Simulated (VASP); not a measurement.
Here is a VASP 6.6.1 calculation.

File INCAR:

```
SYSTEM = BN
PREC = Accurate ; ENCUT = 520
EDIFF = 1E-6 ; ISMEAR = -1
SIGMA = 0.05 ; LREAL = .False.
LASPH = .True. ; NELM = 80
ALGO = Normal ; ISIF = 2
LWAVE = .False. ; LCHARG = .False.
GGA = B5 ; ALDAX = 1.0
AGGAX = 1.0 ; AGGAC = 1.0
ALDAC = 0.0 ; NBANDS = 16
```

KPOINTS

```
Automatic mesh
0
Gamma
  12 12 6
  0 0 0
```

The input POSCAR:

```
BN
1.0
    2.5702975350      0.0000000000      0.0000000000
   -1.2851487675      2.2259429606      0.0000000000
    0.0000000000      0.0000000000      4.2511895738
N B
2 2
Direct
    0.3333333333      0.6666666667      0.1250611859
    0.6666666667      0.3333333333      0.6250611859
    0.3333333333      0.6666666667      0.4999388141
    0.6666666667      0.3333333333      0.9999388141
```

Potentials or basis: VASP PAW PBE potentials, release 64 (N, B).

Run with:

```sh
$ cat potpaw_PBE.64/N/POTCAR potpaw_PBE.64/B/POTCAR > POTCAR
$ mpirun -np 1 vasp_std > vasp.out
```

Estimate the band gap on the k mesh.

5.64 eV, indirect (least direct gap 8.32 eV).

Estimate the pressure.

0.0 GPa.

Caveat: the PAW data sets were made with another functional, which shifts forces and pressure a little. Expect the measured gap to be larger: semilocal functionals such as BLYP lack the derivative discontinuity.
